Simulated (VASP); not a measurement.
## AlAs: single point with PBE

AlAs:

```
Al As
1.0
     0.00000    2.83040    2.83040
     2.83040    0.00000    2.83040
     2.83040    2.83040    0.00000
Al As
1 1
Direct
  0.00000 0.00000 0.00000
  0.25000 0.25000 0.25000
```

| Property | Result |
| --- | --- |
| Program | VASP 6.6.1 |
| Task | single point |
| Functional | PBE |
| Potentials or basis | VASP PAW PBE potentials, release 64 (Al, As) |
| Cutoff | 500 eV |
| k mesh | 6 × 6 × 6 |
| Occupations | fermi-dirac, width 0.1 eV |
| Spin | no spin polarisation |
| Dipole correction | no |
| Further INCAR settings | ALGO = Normal; EDIFF = 1e-06; NBANDS = 11 |

- Pressure: 2.8 GPa
- Band gap on the k mesh: 1.43 eV, indirect (least direct gap 2.06 eV)

Levels at points of the mesh, in eV from the valence-band top:
```tsv
k point	band 1	band 2	band 3	band 4	band 5	band 6	band 7	band 8	band 9
(0.00, 0.00, 0.00)	-11.86	0.00	0.00	0.00	2.06	4.28	4.28	4.28	8.87
(0.50, 0.00, 0.00)	-10.44	-5.57	-0.83	-0.83	2.14	4.68	4.68	7.75	11.20
(0.50, 0.50, 0.00)	-9.89	-5.43	-2.18	-2.18	1.43	2.29	10.33	10.33	11.78
```

Run time: 15 s on 1 thread of Intel(R) Xeon(R) Platinum 8259CL CPU @ 2.50GHz (Skylake/Cascade Lake), on a shared host, peak memory 0.16 GiB.

A k mesh can miss the band edges. As with any semilocal functional, this PBE gap is likely too small.
